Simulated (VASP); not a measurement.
# Al3B2N (R-3m) in VASP: a series of runs

Runs on Al3B2N. Level: PBE. Tasks: relaxation of cell and atoms, single point.

All numbers are computed with VASP 6.6.1; they aren't measurements. Logs are shortened: lines on timing, memory, paths and dates and some standing lists are left out, and cuts for length are marked.

## 1. The cell of the first run

Symmetry: R-3m, No. 166, trigonal system. The conventional cell has a = 4.806 Å, b = 4.806 Å, c = 11.351 Å, α = 90.00°, β = 90.00°, γ = 120.00°. Within 3.1 Å of Al (site symmetry 2/m) lie 2 N at 2.35 Å and 4 Al at 2.40 Å and 6 B at 2.73 to 2.79 Å. B (site symmetry 3m) has 9 Al at 2.73 to 2.79 Å and 3 N at 2.81 Å and 4 B at 2.85 to 2.93 Å within 3.6 Å. Within 3.1 Å of N (site symmetry -3m) lie 6 Al at 2.35 Å and 6 B at 2.81 Å.

The cell was built from a structure type or drawn by symmetry, and may not be a known phase.

## 2. Relaxation of cell and atoms, PBE

INCAR

```
ALGO = Normal
EDIFF = 1E-6
EDIFFG = -0.04
ENCUT = 600
GGA = PE
IBRION = 2
ISIF = 3
ISMEAR = 0
LASPH = True
LCHARG = False
LREAL = False
LWAVE = False
NELM = 60
NSW = 90
PREC = Accurate
SIGMA = 0.1
```

KPOINTS

```
k-points
0
Gamma
  6 6 6
```

POSCAR

```
Al3B2N
1.0
    2.4030369300      1.3873940200      3.7838047200
   -2.4030369300      1.3873940200      3.7838047200
    0.0000000000     -2.7747880400      3.7838047200
Al B N
3 2 1
Direct
    0.0000000000      0.5000000000      0.0000000000
    0.5000000000      0.0000000000      0.0000000000
    0.0000000000      0.0000000000      0.5000000000
    0.6257190100      0.6257190100      0.6257190100
    0.3742809900      0.3742809900      0.3742809900
    0.0000000000      0.0000000000      0.0000000000
```

Potentials or basis: VASP PAW PBE potentials, release 64 (Al, B, N).

Started as:

```bash
> cat potpaw_PBE.64/Al/POTCAR potpaw_PBE.64/B/POTCAR potpaw_PBE.64/N/POTCAR > POTCAR
> mpirun -np 1 vasp_std > vasp.out
```

OUTCAR:

```text
EDIFF = 1E-6
   EDIFFG = -0.04
   ENCUT = 600
   GGA = PE
   IBRION = 2
   ISIF = 3
   ISMEAR = 0
   LASPH = True
   LREAL = False
   NELM = 60
   NSW = 90
   PREC = Accurate

 ion  position               nearest neighbor table
   1  0.000  0.500  0.000-   6 2.35   6 2.35   2 2.40   2 2.40   3 2.40   3 2.40   4 2.73   5 2.73

   2  0.500  0.000  0.000-   6 2.35   6 2.35   1 2.40   1 2.40   3 2.40   3 2.40   4 2.73   5 2.73

   3  0.000  0.000  0.500-   6 2.35   6 2.35   2 2.40   1 2.40   1 2.40   2 2.40   4 2.73   5 2.73

   4  0.626  0.626  0.626-   1 2.73   2 2.73   3 2.73
   5  0.374  0.374  0.374-   1 2.73   2 2.73   3 2.73
   6  0.000  0.000  0.000-   1 2.35   2 2.35   1 2.35   2 2.35   3 2.35   3 2.35

  LATTYP: Found a trigonal (rhomboedric) cell.
 ALAT       =     4.6921878493
 COS(alpha) =     0.4754340403

  Lattice vectors:

 A1 = (   2.4030369300,   1.3873940200,   3.7838047200)
 A2 = (  -2.4030369300,   1.3873940200,   3.7838047200)
 A3 = (   0.0000000000,  -2.7747880400,   3.7838047200)

Analysis of symmetry for initial positions (statically):
=====================================================================
 Subroutine PRICEL returns:
 Original cell was already a primitive cell.

 Routine SETGRP: Setting up the symmetry group for a
 trigonal (rhombohedral) supercell.

 Subroutine GETGRP returns: Found 12 space group operations
 (whereof 12 operations were pure point group operations)
 out of a pool of 12 trial point group operations.

The static configuration has the point symmetry D_3d.

Analysis of symmetry for dynamics (positions and initial velocities):
=====================================================================
 Subroutine PRICEL returns:
 Original cell was already a primitive cell.

 Routine SETGRP: Setting up the symmetry group for a
 trigonal (rhombohedral) supercell.

 Subroutine GETGRP returns: Found 12 space group operations
 (whereof 12 operations were pure point group operations)
 out of a pool of 12 trial point group operations.

The dynamic configuration has the point symmetry D_3d.

 Subroutine INISYM returns: Found 12 space group operations
 (whereof 12 operations are pure point group operations),
 and found     1 'primitive' translations

----------------------------------------------------------------------------------------

                                     Primitive cell

  volume of cell :      75.6903

  direct lattice vectors                    reciprocal lattice vectors
     2.403036930  1.387394020  3.783804720     0.208070044  0.120129296  0.088094751
    -2.403036930  1.387394020  3.783804720    -0.208070044  0.120129296  0.088094751
     0.000000000 -2.774788040  3.783804720     0.000000000 -0.240258592  0.088094751

  length of vectors
     4.692187849  4.692187849  4.692187851     0.255900129  0.255900129  0.255900129

  position of ions in fractional coordinates (direct lattice)
     0.000000000  0.500000000  0.000000000
     0.500000000  0.000000000  0.000000000
     0.000000000  0.000000000  0.500000000
     0.625719010  0.625719010  0.625719010
     0.374280990  0.374280990  0.374280990
     0.000000000  0.000000000  0.000000000

  ion indices of the primitive-cell ions
   primitive index   ion index
                 1           1
                 2           2
                 3           3
                 4           4
                 5           5
                 6           6

----------------------------------------------------------------------------------------

 KPOINTS: k-points

Automatic generation of k-mesh.
 Grid dimensions read from file:
 generate k-points for:    6    6    6

 Generating k-lattice:

  Cartesian coordinates                     Fractional coordinates (reciprocal lattice)
     0.034678341  0.020021549  0.014682458     0.166666667  0.000000000  0.000000000
    -0.034678341  0.020021549  0.014682458     0.000000000  0.166666667  0.000000000
     0.000000000 -0.040043099  0.014682458     0.000000000  0.000000000  0.166666667

  Length of vectors
     0.042650022  0.042650022  0.042650021

  Shift w.r.t. Gamma in fractional coordinates (k-lattice)
     0.000000000  0.000000000  0.000000000

 Subroutine IBZKPT returns following result:
 ===========================================

 Found     32 irreducible k-points:

 Following reciprocal coordinates:
            Coordinates               Weight
  0.000000  0.000000  0.000000      1.000000
  0.166667 -0.000000  0.000000      6.000000
  0.333333  0.000000 -0.000000      6.000000
  0.500000  0.000000 -0.000000      3.000000
  0.166667  0.166667  0.000000      6.000000
  0.333333  0.166667  0.000000     12.000000
[... 16 lines left out ...]
  0.500000  0.500000  0.166667      6.000000
 -0.333333  0.500000  0.166667     12.000000
 [... further k-points ...]
   k-points           NKPTS =     32   k-points in BZ     NKDIM =     32   number of bands    NBANDS=     14
   number of dos      NEDOS =    301   number of ions     NIONS =      6
   total plane-waves  NPLWV =  64000
   dimension x,y,z NGX =    40 NGY =   40 NGZ =   40
   dimension x,y,z NGXF=    80 NGYF=   80 NGZF=   80
   ions per type =               3   2   1
   NGX,Y,Z   is equivalent  to a cutoff of  14.17, 14.17, 14.17 a.u.
   NGXF,Y,Z  is equivalent  to a cutoff of  28.34, 28.34, 28.34 a.u.
 SYSTEM =  unknown system
   PREC   = accura    normal or accurate (medium, high low for compatibility)
   ISTART =      0    job   : 0-new  1-cont  2-samecut
   ICHARG =      2    charge: 1-file 2-atom 10-const
   ISPIN  =      1    spin polarized calculation?
   LNONCOLLINEAR =      F non collinear calculations
   LSORBIT =      F    spin-orbit coupling
   LASPH  =      T    aspherical Exc in radial PAW
   ENCUT  =  600.0 eV  44.10 Ry    6.64 a.u.   9.37  9.37  9.37*2*pi/ulx,y,z
   NELM   =     60;   NELMIN=  2; NELMDL= -5     # of ELM steps
   EDIFF  = 0.1E-05   stopping-criterion for ELM
   LREAL  =      F    real-space projection
   EDIFFG = -.4E-01   stopping-criterion for IOM
   NSW    =     90    number of steps for IOM
   IBRION =      2    ionic relax: 0-MD 1-quasi-New 2-CG
   NFREE  =      1    steps in history (QN), initial steepest desc. (CG)
   ISIF   =      3    stress and relaxation
   ISYM   =      2    0-nonsym 1-usesym 2-fastsym
   POTIM  = 0.5000    time-step for ionic-motion
   TEBEG  =    0.0;   TEEND  =   0.0 temperature during run
   PSTRESS=    0.0 pullay stress
   NELECT =      20.0000    total number of electrons
   NUPDOWN=      -1.0000    fix difference up-down
   EMIN   =  10.00;   EMAX   =-10.00  energy-range for DOS
   EFERMI =   0.00;   METHOD = LEGACY
   ISMEAR =     0;   SIGMA  =   0.10  broadening in eV -4-tet -1-fermi 0-gaus
   EFERMI_NEDOS =   21; number of points for ismear=-14 and -15
   IALGO  =     38    algorithm
   IMIX   =      4    mixing-type and parameters
     AMIX     =   0.40;   BMIX     =  1.00
     AMIX_MAG =   1.60;   BMIX_MAG =  1.00
  volume/ion in A,a.u.               =      12.62        85.13
  Fermi-wavevector in a.u.,A,eV,Ry     =   1.050521  1.985197 15.015314  1.103594
  Thomas-Fermi vector in A             =   2.185527
   LORBIT       =      0    0 simple, 1 ext, 2 COOP (PROOUT), +10 PAW based schemes
   GGA     = PE    functional components
   LHFCALC =     F    Hartree Fock is set to
   AEXX    =    0.0000 exact exchange contribution
   IVDW    =     0    specifies the selected vdW correction
   LEPSILON=     F    determine dielectric tensor
   LRPA    =     F    only Hartree local field effects (RPA)
 conjugate gradient relaxation of ions
 non-spin polarized calculation
 Gauss-broadening in eV      SIGMA  =   0.10
  energy-cutoff  :      600.00
  volume of cell :       75.69
 maximum number of plane-waves:      2550
 NGX is ok and might be reduce to    40
   NGX = 19   NGY = 19   NGZ = 19

--------------------------------------- Ionic step        1  -------------------------------------------

 number of electron      20.0000000 magnetization

 Free energy of the ion-electron system (eV)
  ---------------------------------------------------
  ext. energy  EPLUGINS =         0.00000000
  ---------------------------------------------------
  free energy    TOTEN  =       -24.42230702 eV

  energy without entropy =      -24.41412462  energy(sigma->0) =      -24.41821582

------------------------ aborting loop because EDIFF is reached ----------------------------------------

  FORCE on cell =-STRESS in cart. coord.  units (eV):
  Direction    XX          YY          ZZ          XY          YZ          ZX
  --------------------------------------------------------------------------------------
  -------------------------------------------------------------------------------------
  Total        6.4570987      6.4570987    -16.8931564      0.0000000     -0.0000000      0.0000000
  in kB      136.6808829    136.6808833   -357.5865354      0.0000000     -0.0000000      0.0000000
  external PRESSURE =     -28.0749231 kB  Pullay stress =       0.0000000 kB
[... 67 lines left out ...]
--------------------------------------- Ionic step        3  -------------------------------------------

 number of electron      20.0000000 magnetization

 E-fermi :  10.9958     XC(G=0): -11.9032

 val. band max:       10.9887577484   @ k =   0.5000   0.3333  -0.0000
 cond. band min:      11.0288490296   @ k =   0.5000   0.0000  -0.0000
 fundamental gap:      0.0400912812
 Fermi energy:        10.9958025733

 k-point     1 :       0.0000    0.0000    0.0000
  band No.  band energies     occupation
      1      -8.7426      2.00000
      2      -0.1766      2.00000
      3       1.1441      2.00000
      4       2.5445      2.00000
      5       2.5445      2.00000
      6       7.6487      2.00000
      7       7.6487      2.00000
      8       8.2970      2.00000
      9       8.2970      2.00000
     10       8.3417      2.00000
     11      11.5678      0.00000
     12      11.6378      0.00000
     13      14.9921      0.00000
     14      16.5189      0.00000
[... 424 lines left out ...]
  FREE ENERGIE OF THE ION-ELECTRON SYSTEM (eV)
  ---------------------------------------------------
  free  energy   TOTEN  =       -23.2126968947 eV

  energy  without entropy=      -23.1996710678  energy(sigma->0) =      -23.20618398

[... ionic steps 4 to 12 ...]

--------------------------------------- Ionic step       13  -------------------------------------------

 number of electron      20.0000001 magnetization

------------------------ aborting loop because EDIFF is reached ----------------------------------------
[... 75 lines left out ...]
--------------------------------------- Ionic step       15  -------------------------------------------

 number of electron      20.0000001 magnetization

 Free energy of the ion-electron system (eV)
  ---------------------------------------------------
  ext. energy  EPLUGINS =         0.00000000
  ---------------------------------------------------
  free energy    TOTEN  =       -31.93341704 eV

  energy without entropy =      -31.92335466  energy(sigma->0) =      -31.92838585

 E-fermi :   8.8379     XC(G=0): -11.1159

 val. band max:        8.8285537409   @ k =   0.3333   0.3333   0.1667
 cond. band min:       8.8643742024   @ k =   0.5000   0.1667   0.1667
 fundamental gap:      0.0358204615
 Fermi energy:         8.8378660574

 k-point     1 :       0.0000    0.0000    0.0000
  band No.  band energies     occupation
      1      -8.8433      2.00000
      2      -1.6837      2.00000
      3       0.8691      2.00000
      4       1.7804      2.00000
      5       1.7804      2.00000
      6       5.3282      2.00000
      7       5.8520      2.00000
      8       5.8520      2.00000
      9       5.8799      2.00000
     10       7.6668      2.00000
     11       7.6668      2.00000
     12      12.4642      0.00000
     13      12.5081      0.00000
     14      12.5081      0.00000
[... 424 lines left out ...]
  FREE ENERGIE OF THE ION-ELECTRON SYSTEM (eV)
  ---------------------------------------------------
  free  energy   TOTEN  =       -31.9334170419 eV

  energy  without entropy=      -31.9233546597  energy(sigma->0) =      -31.92838585

 reached required accuracy - stopping structural energy minimisation
```

Run time: 12 min. Hardware: 1 thread of Intel Xeon 8259CL, shared host; peak memory 0.27 GiB.

What came out:

```
Free energy                           : -31.9334 eV
Relaxed volume                        : 10.72 Å³/atom
Relaxed cell                          : a = 4.018 Å, b = 4.018 Å, c = 4.018 Å, α = 85.58°, β = 85.58°, γ = 85.58°
Space group after relaxing (to 0.1 Å) : R-3m (No. 166)
Pressure after relaxing               : 0.0 GPa
Band gap on the k mesh                : zero (bands 10 and 11 overlap by 2.36 eV)
```

Forces on the atoms (eV/Å):
```
Al   0.000  0.000  0.000
Al   0.000  0.000  0.000
Al   0.000  0.000  0.000
B    0.000  0.000  0.002
B    0.000  0.000 -0.002
N    0.000  0.000  0.000
```

Final structure:
```
CELL_PARAMETERS angstrom
2.72966 1.57597 2.49230
-2.72966 1.57597 2.49230
0.00000 -3.15193 2.49230
ATOMIC_POSITIONS crystal
Al 0.00000 0.50000 0.00000
Al 0.50000 0.00000 0.00000
Al 0.00000 0.00000 0.50000
B 0.60957 0.60957 0.60957
B 0.39043 0.39043 0.39043
N 0.00000 0.00000 0.00000
```

Caveat: the volume moved by over 15 % at a fixed basis, so the end points are rough.

(Part 1 of 4 ends here.)
